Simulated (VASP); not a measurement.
# W (Fm-3m) in VASP: a series of runs

W is run at these levels: PBEsol; tasks: single point.

All numbers are computed with VASP 6.6.1; they aren't measurements. Logs are shortened: lines on timing, memory, paths and dates and some standing lists are left out, and cuts for length are marked.

## (1) The cell of the first run

It takes space group Fm-3m (No. 225, cubic). The conventional cell has a = 3.971 Å, b = 3.971 Å, c = 3.971 Å, α = 90.00°, β = 90.00°, γ = 90.00°. Within 3.7 Å of W (site symmetry m-3m) lie 12 W at 2.81 Å.

## (2) Single point, PBEsol

INCAR

```
SYSTEM = W
ALGO = Normal
EDIFF = 1E-6
ENCUT = 520
GGA = PS
ISIF = 2
ISMEAR = -1
LASPH = .True.
LCHARG = .False.
LREAL = .False.
LWAVE = .False.
NBANDS = 13
NELM = 80
PREC = Accurate
SIGMA = 0.05
```

KPOINTS

```
k-points
0
Gamma
  19 19 19
  0 0 0
```

POSCAR

```
W
1.0
    0.0000000000      1.9856760447      1.9856760447
    1.9856760447      0.0000000000      1.9856760447
    1.9856760447      1.9856760447      0.0000000000
W
1
Direct
    0.0000000000      0.0000000000      0.0000000000
```

Potentials or basis: VASP PAW PBE potentials, release 64 (W_sv).

The run is started by

```
$ cat potpaw_PBE.64/W_sv/POTCAR > POTCAR
$ mpirun -np 1 vasp_std > vasp.out
```

OUTCAR:

```text
SYSTEM = W
   EDIFF = 1E-6
   ENCUT = 520
   GGA = PS
   ISIF = 2
   ISMEAR = -1
   LASPH = .True.
   LREAL = .False.
   NELM = 80
   PREC = Accurate

 ion  position               nearest neighbor table
   1  0.000  0.000  0.000-

  LATTYP: Found a face centered cubic cell.
 ALAT       =     3.9713520894

  Lattice vectors:

 A1 = (   0.0000000000,   1.9856760447,   1.9856760447)
 A2 = (   1.9856760447,   0.0000000000,   1.9856760447)
 A3 = (   1.9856760447,   1.9856760447,   0.0000000000)

Analysis of symmetry for initial positions (statically):
=====================================================================
 Subroutine PRICEL returns:
 Original cell was already a primitive cell.

 Routine SETGRP: Setting up the symmetry group for a
 face centered cubic supercell.

 Subroutine GETGRP returns: Found 48 space group operations
 (whereof 48 operations were pure point group operations)
 out of a pool of 48 trial point group operations.

The static configuration has the point symmetry O_h .

Analysis of symmetry for dynamics (positions and initial velocities):
=====================================================================
 Subroutine PRICEL returns:
 Original cell was already a primitive cell.

 Routine SETGRP: Setting up the symmetry group for a
 face centered cubic supercell.

 Subroutine GETGRP returns: Found 48 space group operations
 (whereof 48 operations were pure point group operations)
 out of a pool of 48 trial point group operations.

The dynamic configuration has the point symmetry O_h .

 Subroutine INISYM returns: Found 48 space group operations
 (whereof 48 operations are pure point group operations),
 and found     1 'primitive' translations

----------------------------------------------------------------------------------------

                                     Primitive cell

  volume of cell :      15.6587

  direct lattice vectors                    reciprocal lattice vectors
     0.000000000  1.985676045  1.985676045    -0.251803410  0.251803410  0.251803410
     1.985676045  0.000000000  1.985676045     0.251803410 -0.251803410  0.251803410
     1.985676045  1.985676045  0.000000000     0.251803410  0.251803410 -0.251803410

  length of vectors
     2.808169993  2.808169993  2.808169993     0.436136300  0.436136300  0.436136300

  position of ions in fractional coordinates (direct lattice)
     0.000000000  0.000000000  0.000000000

  ion indices of the primitive-cell ions
   primitive index   ion index
                 1           1

----------------------------------------------------------------------------------------

 KPOINTS: k-points

Automatic generation of k-mesh.
 Grid dimensions read from file:
 generate k-points for:   19   19   19

 Generating k-lattice:

  Cartesian coordinates                     Fractional coordinates (reciprocal lattice)
    -0.013252811  0.013252811  0.013252811     0.052631579  0.000000000  0.000000000
     0.013252811 -0.013252811  0.013252811     0.000000000  0.052631579  0.000000000
     0.013252811  0.013252811 -0.013252811     0.000000000  0.000000000  0.052631579

  Length of vectors
     0.022954542  0.022954542  0.022954542

  Shift w.r.t. Gamma in fractional coordinates (k-lattice)
     0.000000000  0.000000000  0.000000000

 Subroutine IBZKPT returns following result:
 ===========================================

 Found    220 irreducible k-points:

 Following reciprocal coordinates:
            Coordinates               Weight
  0.000000  0.000000  0.000000      1.000000
  0.052632  0.000000  0.000000      8.000000
  0.105263  0.000000  0.000000      8.000000
  0.157895  0.000000  0.000000      8.000000
  0.210526  0.000000  0.000000      8.000000
  0.263158  0.000000  0.000000      8.000000
[... 16 lines left out ...]
 -0.315789  0.052632  0.000000     24.000000
 -0.263158  0.052632  0.000000     24.000000
 [... further k-points ...]
   k-points           NKPTS =    220   k-points in BZ     NKDIM =    220   number of bands    NBANDS=     13
   number of dos      NEDOS =    301   number of ions     NIONS =      1
   total plane-waves  NPLWV =  13824
   dimension x,y,z NGX =    24 NGY =   24 NGZ =   24
   dimension x,y,z NGXF=    48 NGYF=   48 NGZF=   48
   ions per type =               1
   NGX,Y,Z   is equivalent  to a cutoff of  14.21, 14.21, 14.21 a.u.
   NGXF,Y,Z  is equivalent  to a cutoff of  28.42, 28.42, 28.42 a.u.
 SYSTEM =  W
   PREC   = accura    normal or accurate (medium, high low for compatibility)
   ISTART =      0    job   : 0-new  1-cont  2-samecut
   ICHARG =      2    charge: 1-file 2-atom 10-const
   ISPIN  =      1    spin polarized calculation?
   LNONCOLLINEAR =      F non collinear calculations
   LSORBIT =      F    spin-orbit coupling
   LASPH  =      T    aspherical Exc in radial PAW
   ENCUT  =  520.0 eV  38.22 Ry    6.18 a.u.   5.22  5.22  5.22*2*pi/ulx,y,z
   NELM   =     80;   NELMIN=  2; NELMDL= -5     # of ELM steps
   EDIFF  = 0.1E-05   stopping-criterion for ELM
   LREAL  =      F    real-space projection
   EDIFFG = 0.1E-04   stopping-criterion for IOM
   NSW    =      0    number of steps for IOM
   IBRION =     -1    ionic relax: 0-MD 1-quasi-New 2-CG
   NFREE  =      0    steps in history (QN), initial steepest desc. (CG)
   ISIF   =      2    stress and relaxation
   ISYM   =      2    0-nonsym 1-usesym 2-fastsym
   POTIM  = 0.5000    time-step for ionic-motion
   TEBEG  =    0.0;   TEEND  =   0.0 temperature during run
   PSTRESS=    0.0 pullay stress
   NELECT =      14.0000    total number of electrons
   NUPDOWN=      -1.0000    fix difference up-down
   EMIN   =  10.00;   EMAX   =-10.00  energy-range for DOS
   EFERMI =   0.00;   METHOD = LEGACY
   ISMEAR =    -1;   SIGMA  =   0.05  broadening in eV -4-tet -1-fermi 0-gaus
   EFERMI_NEDOS =   21; number of points for ismear=-14 and -15
   IALGO  =     38    algorithm
   IMIX   =      4    mixing-type and parameters
     AMIX     =   0.40;   BMIX     =  1.00
     AMIX_MAG =   1.60;   BMIX_MAG =  1.00
  volume/ion in A,a.u.               =      15.66       105.67
  Fermi-wavevector in a.u.,A,eV,Ry     =   1.577124  2.980332 33.842035  2.487319
  Thomas-Fermi vector in A             =   2.677853
   LORBIT       =      0    0 simple, 1 ext, 2 COOP (PROOUT), +10 PAW based schemes
   GGA     = PS    functional components
   LHFCALC =     F    Hartree Fock is set to
   AEXX    =    0.0000 exact exchange contribution
   IVDW    =     0    specifies the selected vdW correction
   LEPSILON=     F    determine dielectric tensor
   LRPA    =     F    only Hartree local field effects (RPA)
 non-spin polarized calculation
  energy-cutoff  :      520.00
  volume of cell :       15.66
 maximum number of plane-waves:       440
 NGX is ok and might be reduce to    24
   NGX = 11   NGY = 11   NGZ = 11

 number of electron      13.9999999 magnetization

 Free energy of the ion-electron system (eV)
  ---------------------------------------------------
  ext. energy  EPLUGINS =         0.00000000
  ---------------------------------------------------
  free energy    TOTEN  =       -13.30782679 eV

  energy without entropy =      -13.29805751  energy(sigma->0) =      -13.30294215

 E-fermi :  10.9603     XC(G=0): -13.8197

 val. band max:       10.9559674218   @ k =  -0.3158   0.1579   0.0526
 cond. band min:      10.9669570165   @ k =   0.3684   0.1053   0.0000
 fundamental gap:      0.0109895947
 Fermi energy:        10.9602753533

 k-point     1 :       0.0000    0.0000    0.0000
  band No.  band energies     occupation
      1     -62.5653      2.00000
      2     -26.1266      2.00000
      3     -26.1266      2.00000
      4     -26.1266      2.00000
      5       1.7224      2.00000
      6      10.3508      1.99999
      7      10.3508      1.99999
      8      10.3508      1.99999
      9      13.6850      0.00000
     10      13.6850      0.00000
     11      23.8544      0.00000
     12      29.2720      0.00000
     13      29.2720      0.00000

 k-point     2 :       0.0526    0.0000    0.0000
  band No.  band energies     occupation
      1     -62.5617      2.00000
      2     -26.1661      2.00000
      3     -26.1315      2.00000
      4     -26.1315      2.00000
      5       1.8522      2.00000
      6      10.2480      2.00000
      7      10.4122      1.99997
      8      10.4122      1.99997
      9      13.6256      0.00000
     10      13.6256      0.00000
     11      24.1180      0.00000
     12      28.6978      0.00000
     13      29.5168      0.00000

 k-point     3 :       0.1053    0.0000    0.0000
  band No.  band energies     occupation
      1     -62.5515      2.00000
      2     -26.2794      2.00000
      3     -26.1458      2.00000
      4     -26.1458      2.00000
      5       2.2281      2.00000
      6       9.9804      2.00000
      7      10.5750      1.99910
      8      10.5750      1.99910
      9      13.4865      0.00000
     10      13.4865      0.00000
     11      24.8331      0.00000
     12      27.5903      0.00000
     13      30.2280      0.00000
[... 305 lines left out ...]
 k-point    23 :      -0.3158    0.0526    0.0000
  band No.  band energies     occupation
      1     -62.4645      2.00000
      2     -27.1519      2.00000
      3     -26.3042      2.00000
      4     -26.2505      2.00000
      5       4.9483      2.00000
      6       9.7271      2.00000
      7      10.4126      1.99996
      8      10.5744      1.99911
      9      14.3153      0.00000
     10      15.3856      0.00000
     11      23.2032      0.00000
     12      27.2194      0.00000
     13      32.4141      0.00000

 k-point    24 :      -0.2632    0.0526    0.0000
  band No.  band energies     occupation
      1     -62.4847      2.00000
      2     -26.9547      2.00000
      3     -26.2776      2.00000
      4     -26.2206      2.00000
      5       4.5060      2.00000
      6       9.3003      2.00000
      7      10.6459      1.99629
      8      10.7992      1.92327
      9      13.5894      0.00000
     10      14.6829      0.00000
     11      23.9321      0.00000
     12      28.4255      0.00000
     13      33.3032      0.00000

 [... further k-points ...]
[... 5 lines left out ...]
  --------------------------------------------------------------------------------------
  -------------------------------------------------------------------------------------
  Total        0.6719026      0.6719026      0.6719026      0.0000000      0.0000000      0.0000000
  in kB       68.7482638     68.7482638     68.7482638      0.0000000      0.0000000      0.0000000
  external PRESSURE =      68.7482638 kB  Pullay stress =       0.0000000 kB

 VOLUME and BASIS-vectors are now :
 -----------------------------------------------------------------------------
  energy-cutoff  :      520.00
  volume of cell :       15.66
      direct lattice vectors                 reciprocal lattice vectors
     0.000000000  1.985676045  1.985676045    -0.251803410  0.251803410  0.251803410
     1.985676045  0.000000000  1.985676045     0.251803410 -0.251803410  0.251803410
     1.985676045  1.985676045  0.000000000     0.251803410  0.251803410 -0.251803410

 POSITION                                       TOTAL-FORCE (eV/Angst)
 -----------------------------------------------------------------------------------
      0.00000      0.00000      0.00000        -0.000000      0.000000      0.000000
 -----------------------------------------------------------------------------------
    total drift:                               -0.000000      0.000000      0.000000

  FREE ENERGIE OF THE ION-ELECTRON SYSTEM (eV)
  ---------------------------------------------------
  free  energy   TOTEN  =       -13.3078267928 eV

  energy  without entropy=      -13.2980575097  energy(sigma->0) =      -13.30294215
```

Wall time 30 s (1 thread of Intel Xeon Platinum 8375C at 2.90GHz (Ice Lake), shared host); peak memory 0.17 GiB.

What came out:

| Property | Result |
| --- | --- |
| Free energy | -13.3078 eV |
| Pressure | 6.9 GPa |
| Band gap on the k mesh | zero (band 7 reaches 14.17 eV, above the bottom of band 8 at 10.35 eV) |

Caveat: the PAW data sets were made with another functional, which shifts forces and pressure a little; spin-orbit coupling is left out, which moves the levels of the heavy elements.

## (3) Single point, PBEsol

This run uses another cell than the first one, of 15.98 Å³/atom, 1.020 times its volume.

INCAR

```
ALGO     = Normal         # electronic algorithm
EDIFF    = 1E-7           # SCF threshold, eV
ENCUT    = 520            # plane-wave cutoff, eV
GGA      = PS             # functional
ISIF     = 2              # what is computed and relaxed
ISMEAR   = -1             # smearing method
LASPH    = T              # aspherical terms in the spheres
LCHARG   = F              # write CHGCAR
LREAL    = F              # projectors in reciprocal space
LWAVE    = F              # write WAVECAR
NBANDS   = 13             # bands
NELM     = 80             # most SCF steps
PREC     = Accurate       # precision mode
SIGMA    = 0.05           # smearing width, eV
```

KPOINTS

```
k-points
0
Gamma
  19 19 19
```

POSCAR

```
W
1.0
    0.0000000000      1.9990931818      1.9990931818
    1.9990931818      0.0000000000      1.9990931818
    1.9990931818      1.9990931818      0.0000000000
W
1
Direct
    0.0000000000      0.0000000000      0.0000000000
```

Potentials or basis: VASP PAW PBE potentials, release 64 (W_sv).

The run is started by

```
$ cat potpaw_PBE.64/W_sv/POTCAR > POTCAR
$ mpirun -np 1 vasp_std > vasp.out
```

Wall time 45 s (1 thread of Intel Xeon Platinum 8375C at 2.90GHz (Ice Lake), shared host); peak memory 0.17 GiB.

It converged, with:

| Property | Result |
| --- | --- |
| Free energy | -13.3152 eV |
| Pressure | 0.4 GPa |
| Band gap on the k mesh | zero (band 7 reaches 13.77 eV, above the bottom of band 8 at 10.09 eV) |

Levels at points of the mesh, in eV from the Fermi level:
```tsv
k point	band 5	band 6	band 7	band 8	band 9	band 10
(0.00, 0.00, 0.00)	-9.14	-0.59	-0.59	-0.59	2.65	2.65
```

Caveat: the PAW data sets were made with another functional, which shifts forces and pressure a little; spin-orbit coupling is left out, which moves the levels of the heavy elements.

## (4) Single point, PBEsol

This run uses another cell than the first one, of 16.30 Å³/atom, 1.041 times its volume.

INCAR

```
ALGO = Normal ; EDIFF = 1E-7
ENCUT = 520 ; GGA = PS
ISIF = 2 ; ISMEAR = -1
LASPH = True ; LCHARG = True
LELF = True ; LREAL = False
LVHAR = True ; LWAVE = False
NBANDS = 13 ; NELM = 100
PREC = Accurate ; SIGMA = 0.05
```

KPOINTS is that of step 3.

POSCAR

```
W
1.0
    0.0000000000      2.0123325953      2.0123325953
    2.0123325953      0.0000000000      2.0123325953
    2.0123325953      2.0123325953      0.0000000000
W
1
Direct
    0.0000000000      0.0000000000      0.0000000000
```

The run is started by

```
$ cat potpaw_PBE.64/W_sv/POTCAR > POTCAR
$ mpirun -np 1 vasp_std > vasp.out
```

Run time: 37 s. Hardware: 1 thread of Intel Xeon Platinum 8375C at 2.90GHz (Ice Lake), shared host; peak memory 0.17 GiB.

It converged, with:

* Free energy: -13.3102 eV
* Pressure: -5.4 GPa
* Band gap on the k mesh: zero (band 7 reaches 13.38 eV, above the bottom of band 8 at 9.85 eV)

Levels at points of the mesh, in eV from the Fermi level:
```tsv
k point	band 5	band 6	band 7	band 8	band 9	band 10
(0.00, 0.00, 0.00)	-9.04	-0.57	-0.57	-0.57	2.58	2.58
```

Caveat: the PAW data sets were made with another functional, which shifts forces and pressure a little; spin-orbit coupling is left out, which moves the levels of the heavy elements.

## (5) Summary

```tsv
cell	gap on the mesh (eV)	pressure (GPa)
a = 2.808 Å, angles 60.0°, 1 atom	none	6.9
a = 2.827 Å, angles 60.0°, 1 atom	none	0.4
a = 2.846 Å, angles 60.0°, 1 atom	none	-5.4
```

Alike in all rows: task single point; level PBEsol; potentials or basis VASP PAW PBE potentials, release 64 (W_sv); no spin polarisation; k mesh 19 × 19 × 19; cutoff (eV) 520; smearing fermi-dirac 0.05 eV.

Caveats: the PAW data sets were made with another functional, which shifts forces and pressure a little; spin-orbit coupling is left out, which moves the levels of the heavy elements.

Total energies depend on the potentials used, so only differences within one code and one set of settings carry meaning.
